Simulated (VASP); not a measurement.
# Al2O3 (P-6m2) in VASP: further runs

The runs below take Al2O3 through single point, with LDA.

Program: VASP 6.6.1. These are calculated values, not measurements. Logs are shortened: lines on timing, memory, paths and dates and some standing lists are left out, and cuts for length are marked.

### 1 The cell of the first run

Symmetry: P-6m2, No. 187, hexagonal system. The conventional cell has a = 3.115 Å, b = 3.115 Å, c = 8.590 Å, α = 90.00°, β = 90.00°, γ = 120.00°. Al (site symmetry 3m) has 6 O at 1.90 to 2.21 Å and 1 Al at 2.58 Å within 2.6 Å. Within 2.5 Å of O (site symmetry 3m) lie 3 Al at 1.90 Å. O (site symmetry -6m2) has 6 Al at 2.21 Å and 6 O at 2.62 Å within 2.9 Å.

### 2 Single point, LDA (strain +0.080 along x and y, -0.080 along z)

Contents of INCAR:

```
SYSTEM = Al2O3
PREC = Accurate ; ENCUT = 520
EDIFF = 1E-6 ; ISMEAR = 0
SIGMA = 0.05 ; LREAL = .False.
LASPH = .True. ; NELM = 100
ALGO = Normal ; ISIF = 2
LWAVE = .False. ; LCHARG = .False.
GGA = CA ; NBANDS = 20
```

Contents of KPOINTS:

```
Automatic mesh
0
Gamma
  9 9 4
  0 0 0
```

Contents of POSCAR:

```
Al2O3
1.0
    3.1150709442      0.0000000000      0.0000000000
   -1.5575354721      2.6977305722      0.0000000000
    0.0000000000      0.0000000000      8.5898141032
Al O
2 3
Direct
    0.0000000000      0.0000000000      0.1499923300
    0.0000000000      0.0000000000      0.8500076700
    0.3333333333      0.6666666667      0.2223169200
    0.6666666667      0.3333333333      0.0000000000
    0.3333333333      0.6666666667      0.7776830800
```

Potentials or basis: VASP PAW LDA potentials, release 64 (Al, O).

On the command line:

```
$ cat potpaw_LDA.64/Al/POTCAR potpaw_LDA.64/O/POTCAR > POTCAR
$ mpirun -np 1 vasp_std > vasp.out
```

OUTCAR:

```text
SYSTEM = Al2O3
   PREC = Accurate
   ENCUT = 520
   EDIFF = 1E-6
   ISMEAR = 0
   LREAL = .False.
   LASPH = .True.
   NELM = 100
   ISIF = 2
   GGA = CA

 ion  position               nearest neighbor table
   1  0.000  0.000  0.150-   3 1.90   3 1.90   3 1.90   4 2.21   4 2.21   4 2.21   2 2.58
   2  0.000  0.000  0.850-   5 1.90   5 1.90   5 1.90   4 2.21   4 2.21   4 2.21   1 2.58
   3  0.333  0.667  0.222-   1 1.90   1 1.90   1 1.90
   4  0.667  0.333  0.000-   1 2.21   2 2.21   1 2.21   2 2.21   1 2.21   2 2.21
   5  0.333  0.667  0.778-   2 1.90   2 1.90   2 1.90

  LATTYP: Found a hexagonal cell.
 ALAT       =     3.1150709442
 C/A-ratio  =     2.7575019180

  Lattice vectors:

 A1 = (   3.1150709442,   0.0000000000,   0.0000000000)
 A2 = (  -1.5575354721,   2.6977305722,   0.0000000000)
 A3 = (   0.0000000000,   0.0000000000,   8.5898141032)

Analysis of symmetry for initial positions (statically):
=====================================================================
 Subroutine PRICEL returns:
 Original cell was already a primitive cell.

 Routine SETGRP: Setting up the symmetry group for a
 hexagonal supercell.

 Subroutine GETGRP returns: Found 12 space group operations
 (whereof 12 operations were pure point group operations)
 out of a pool of 24 trial point group operations.

The static configuration has the point symmetry D_3h.

Analysis of symmetry for dynamics (positions and initial velocities):
=====================================================================
 Subroutine PRICEL returns:
 Original cell was already a primitive cell.

 Routine SETGRP: Setting up the symmetry group for a
 hexagonal supercell.

 Subroutine GETGRP returns: Found 12 space group operations
 (whereof 12 operations were pure point group operations)
 out of a pool of 24 trial point group operations.

The dynamic configuration has the point symmetry D_3h.

 Subroutine INISYM returns: Found 12 space group operations
 (whereof 12 operations are pure point group operations),
 and found     1 'primitive' translations

----------------------------------------------------------------------------------------

                                     Primitive cell

  volume of cell :      72.1856

[... 93 lines left out ...]
   NELM   =    100;   NELMIN=  2; NELMDL= -5     # of ELM steps
   EDIFF  = 0.1E-05   stopping-criterion for ELM
   LREAL  =      F    real-space projection
   EDIFFG = 0.1E-04   stopping-criterion for IOM
   NSW    =      0    number of steps for IOM
   IBRION =     -1    ionic relax: 0-MD 1-quasi-New 2-CG
   NFREE  =      0    steps in history (QN), initial steepest desc. (CG)
   ISIF   =      2    stress and relaxation
   ISYM   =      2    0-nonsym 1-usesym 2-fastsym
   POTIM  = 0.5000    time-step for ionic-motion
   TEBEG  =    0.0;   TEEND  =   0.0 temperature during run
   PSTRESS=    0.0 pullay stress
   NELECT =      24.0000    total number of electrons
   NUPDOWN=      -1.0000    fix difference up-down
   EMIN   =  10.00;   EMAX   =-10.00  energy-range for DOS
   EFERMI =   0.00;   METHOD = LEGACY
   ISMEAR =     0;   SIGMA  =   0.05  broadening in eV -4-tet -1-fermi 0-gaus
   EFERMI_NEDOS =   21; number of points for ismear=-14 and -15
   IALGO  =     38    algorithm
   IMIX   =      4    mixing-type and parameters
     AMIX     =   0.40;   BMIX     =  1.00
     AMIX_MAG =   1.60;   BMIX_MAG =  1.00
  volume/ion in A,a.u.               =      14.44        97.43
  Fermi-wavevector in a.u.,A,eV,Ry     =   1.134127  2.143190 17.500423  1.286245
  Thomas-Fermi vector in A             =   2.270831
   LORBIT       =      0    0 simple, 1 ext, 2 COOP (PROOUT), +10 PAW based schemes
   GGA     = CA    functional components
   LHFCALC =     F    Hartree Fock is set to
   AEXX    =    0.0000 exact exchange contribution
   IVDW    =     0    specifies the selected vdW correction
   LEPSILON=     F    determine dielectric tensor
   LRPA    =     F    only Hartree local field effects (RPA)
 non-spin polarized calculation
 Gauss-broadening in eV      SIGMA  =   0.05
  energy-cutoff  :      520.00
  volume of cell :       72.19
 maximum number of plane-waves:      1956
 NGX is ok and might be reduce to    24
   NGX = 11   NGY = 11   NGZ = 31

 number of electron      23.9999997 magnetization

 Free energy of the ion-electron system (eV)
  ---------------------------------------------------
  ext. energy  EPLUGINS =         0.00000000
  ---------------------------------------------------
  free energy    TOTEN  =       -38.70874296 eV

  energy without entropy =      -38.70874296  energy(sigma->0) =      -38.70874296

 E-fermi :   1.0117     XC(G=0):  -8.8364

 val. band max:        0.7451511150   @ k =   0.3333   0.3333   0.5000
 cond. band min:       3.3441790781   @ k =   0.0000   0.0000   0.0000
 fundamental gap:      2.5990279632
 Fermi energy:         1.0117231875

 k-point     1 :       0.0000    0.0000    0.0000
  band No.  band energies     occupation
      1     -17.6332      2.00000
      2     -16.0992      2.00000
      3     -15.1013      2.00000
      4      -3.6365      2.00000
      5      -1.5608      2.00000
      6      -1.5608      2.00000
[... 541 lines left out ...]
     19      12.3837      0.00000
     20      12.8884      0.00000

 [... further k-points ...]

------------------------ aborting loop because EDIFF is reached ----------------------------------------

  FORCE on cell =-STRESS in cart. coord.  units (eV):
  Direction    XX          YY          ZZ          XY          YZ          ZX
  --------------------------------------------------------------------------------------
  -------------------------------------------------------------------------------------
  Total      -14.1586321    -14.1586321      2.3741537     -0.0000000      0.0000000      0.0000000
  in kB     -314.2545676   -314.2545675     52.6949671     -0.0000000      0.0000000      0.0000000
  external PRESSURE =    -191.9380560 kB  Pullay stress =       0.0000000 kB

 VOLUME and BASIS-vectors are now :
 -----------------------------------------------------------------------------
  energy-cutoff  :      520.00
  volume of cell :       72.19
      direct lattice vectors                 reciprocal lattice vectors
     3.115070944  0.000000000  0.000000000     0.321019976  0.185340970  0.000000000
    -1.557535472  2.697730572  0.000000000     0.000000000  0.370681939  0.000000000
     0.000000000  0.000000000  8.589814103     0.000000000  0.000000000  0.116416955

 POSITION                                       TOTAL-FORCE (eV/Angst)
 -----------------------------------------------------------------------------------
      0.00000      0.00000      1.28841        -0.000000      0.000000      2.152697
      0.00000      0.00000      7.30141        -0.000000      0.000000     -2.152697
     -0.00000      1.79849      1.90966         0.000000     -0.000000     -0.803402
      1.55754      0.89924      0.00000         0.000000      0.000000      0.000000
     -0.00000      1.79849      6.68015         0.000000     -0.000000      0.803402
 -----------------------------------------------------------------------------------
    total drift:                                0.000001     -0.000000      0.000000

  FREE ENERGIE OF THE ION-ELECTRON SYSTEM (eV)
  ---------------------------------------------------
  free  energy   TOTEN  =       -38.7087429561 eV

  energy  without entropy=      -38.7087429561  energy(sigma->0) =      -38.70874296
```

stdout:

```text
POSCAR found type information on POSCAR AlO
 POSCAR found :  2 types and       5 ions
 scaLAPACK will be used
 LDA part: xc-table for (Slater(with rela. corr.)+CA(PZ))
 , standard interpolation
 POSCAR, INCAR and KPOINTS ok, starting setup
 FFT: planning ... GRIDC
 FFT: planning ... GRID_SOFT
 FFT: planning ... GRID
 WAVECAR not read
 entering main loop
```

It took 71 s on 1 thread of AMD EPYC 7R13, shared host; peak memory 0.14 GiB.

Results:

* Free energy: -38.7087 eV
* Pressure: -19.2 GPa
* Largest force: 2.153 eV/Å
* Band gap on the k mesh: 2.60 eV (least direct gap 2.86 eV)

Forces in eV/Å, atoms in the order of the input:
```
Al   0.000  0.000  2.153
Al   0.000  0.000 -2.153
O    0.000  0.000 -0.803
O    0.000  0.000  0.000
O    0.000  0.000  0.803
```

Caveat: the cell differs from its parent crystal (strain +0.080 along x and y, -0.080 along z); the cell stands under tension; an odd mesh through Γ misses points on the zone boundary, where band edges can lie; forces of over 1 eV/Å act on the atoms, so gaps and moduli don't describe the material at rest.

### 3 Single point, LDA (strain +0.000 along x and y, +0.080 along z)

Contents of INCAR:

```
SYSTEM = Al2O3
ALGO = Normal
EDIFF = 1E-7
ENCUT = 520
ISIF = 2
ISMEAR = 0
LASPH = .True.
LCHARG = .False.
LREAL = .False.
LWAVE = .False.
NBANDS = 20
NELM = 100
PREC = Accurate
SIGMA = 0.05
```

Contents of KPOINTS:

```
k-points
0
Gamma
  9 9 4
  0 0 0
```

POSCAR: that of step 2 with these lines changed.

```diff
@@ -2,5 +2,5 @@
 1.0
-    3.1150709442      0.0000000000      0.0000000000
-   -1.5575354721      2.6977305722      0.0000000000
-    0.0000000000      0.0000000000      8.5898141032
+    2.8843249483      0.0000000000      0.0000000000
+   -1.4421624742      2.4978986780      0.0000000000
+    0.0000000000      0.0000000000     10.0836948168
 Al O
```

Potentials or basis: VASP PAW LDA potentials, release 64 (Al, O).

On the command line:

```
$ cat potpaw_LDA.64/Al/POTCAR potpaw_LDA.64/O/POTCAR > POTCAR
$ mpirun -np 1 vasp_std > vasp.out
```

OUTCAR:

```text
SYSTEM = Al2O3
   EDIFF = 1E-7
   ENCUT = 520
   ISIF = 2
   ISMEAR = 0
   LASPH = .True.
   LREAL = .False.
   NELM = 100
   PREC = Accurate

 ion  position               nearest neighbor table
   1  0.000  0.000  0.150-   3 1.82   3 1.82   3 1.82   4 2.25   4 2.25   4 2.25   2 3.02
   2  0.000  0.000  0.850-   5 1.82   5 1.82   5 1.82   4 2.25   4 2.25   4 2.25   1 3.02
   3  0.333  0.667  0.222-   1 1.82   1 1.82   1 1.82
   4  0.667  0.333  0.000-   1 2.25   2 2.25   1 2.25   2 2.25   1 2.25   2 2.25
[... 759 lines left out ...]
  -------------------------------------------------------------------------------------
  Total       -3.8082808     -3.8082808     -8.4631835      0.0000000     -0.0000000     -0.0000000
  in kB      -83.9848304    -83.9848304   -186.6403931      0.0000000     -0.0000000     -0.0000000
  external PRESSURE =    -118.2033513 kB  Pullay stress =       0.0000000 kB

 VOLUME and BASIS-vectors are now :
 -----------------------------------------------------------------------------
  energy-cutoff  :      520.00
  volume of cell :       72.65
      direct lattice vectors                 reciprocal lattice vectors
     2.884324948  0.000000000  0.000000000     0.346701574  0.200168247  0.000000000
    -1.442162474  2.497898678  0.000000000     0.000000000  0.400336494  0.000000000
     0.000000000  0.000000000 10.083694817     0.000000000  0.000000000  0.099169999

 POSITION                                       TOTAL-FORCE (eV/Angst)
 -----------------------------------------------------------------------------------
      0.00000      0.00000      1.51248         0.000000     -0.000000     -0.610857
      0.00000      0.00000      8.57122         0.000000      0.000000      0.610857
     -0.00000      1.66527      2.24178        -0.000000     -0.000000     -1.459639
      1.44216      0.83263      0.00000        -0.000000     -0.000000      0.000000
     -0.00000      1.66527      7.84192        -0.000000     -0.000000      1.459639
 -----------------------------------------------------------------------------------
    total drift:                                0.000000     -0.000000      0.000000

  FREE ENERGIE OF THE ION-ELECTRON SYSTEM (eV)
  ---------------------------------------------------
  free  energy   TOTEN  =       -39.6896811574 eV

  energy  without entropy=      -39.6896811574  energy(sigma->0) =      -39.68968116
```

Run time: 1.7 min. Hardware: 1 thread of AMD EPYC 7R13, shared host; peak memory 0.16 GiB.

Results:

```yaml
Free_energy: -39.6897 eV
Pressure: -11.8 GPa
Largest_force: 1.460 eV/Å
Band_gap_on_the_k_mesh: 4.38 eV
```

Forces in eV/Å, atoms in the order of the input:
```
Al   0.000  0.000 -0.611
Al   0.000  0.000  0.611
O    0.000  0.000 -1.460
O    0.000  0.000  0.000
O    0.000  0.000  1.460
```

Stress tensor (GPa, compression positive):
```
 -8.40   0.00   0.00
  0.00  -8.40   0.00
  0.00   0.00 -18.66
```

Levels at points of the mesh, in eV from the valence-band top:
```
           k point  band 10  band 11  band 12  band 13  band 14  band 15
(0.00, 0.00, 0.00)    -0.51     0.00     0.00     4.38     7.05     7.47
(0.00, 0.00, 0.50)    -0.53     0.00     0.00     4.46     6.67     7.82
```

Caveat: the cell differs from its parent crystal (strain +0.000 along x and y, +0.080 along z); the cell stands under tension; an odd mesh through Γ misses points on the zone boundary, where band edges can lie; forces of over 1 eV/Å act on the atoms, so gaps and moduli don't describe the material at rest.
